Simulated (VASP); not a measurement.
## MgO: single point with PBE

MgO:

```
Mg O
1.0
     0.00000    1.99122    1.99122
     1.99122    0.00000    1.99122
     1.99122    1.99122    0.00000
Mg O
1 1
Direct
  0.00000 0.00000 0.00000
  0.50000 0.50000 0.50000
```

```
Program                : VASP 6.6.1
Task                   : single point
Functional             : PBE
Potentials or basis    : VASP PAW PBE potentials, release 64 (Mg, O)
Cutoff                 : 600 eV
k mesh                 : 13 × 13 × 13
Occupations            : fermi-dirac, width 0.02 eV
Spin                   : no spin polarisation
Dipole correction      : no
Further INCAR settings : ALGO = Normal; EDIFF = 1e-06; NBANDS = 11
```

| Item | Value |
| --- | --- |
| Pressure | 43.5 GPa |
| Band gap on the k mesh | 6.55 eV |

Levels at points of the mesh, in eV from the valence-band top:
| k point | band 1 | band 2 | band 3 | band 4 | band 5 | band 6 | band 7 | band 8 |
| --- | --- | --- | --- | --- | --- | --- | --- | --- |
| (0.00, 0.00, 0.00) | -18.22 | 0.00 | 0.00 | 0.00 | 6.55 | 16.74 | 16.74 | 16.74 |

It took 5.3 s on 1 thread of Intel(R) Xeon(R) 6975P-C (Granite Rapids), on a shared host, peak memory 0.15 GiB.

Caveat: the cell stands under pressure; an odd mesh through Γ misses points on the zone boundary, where band edges can lie.
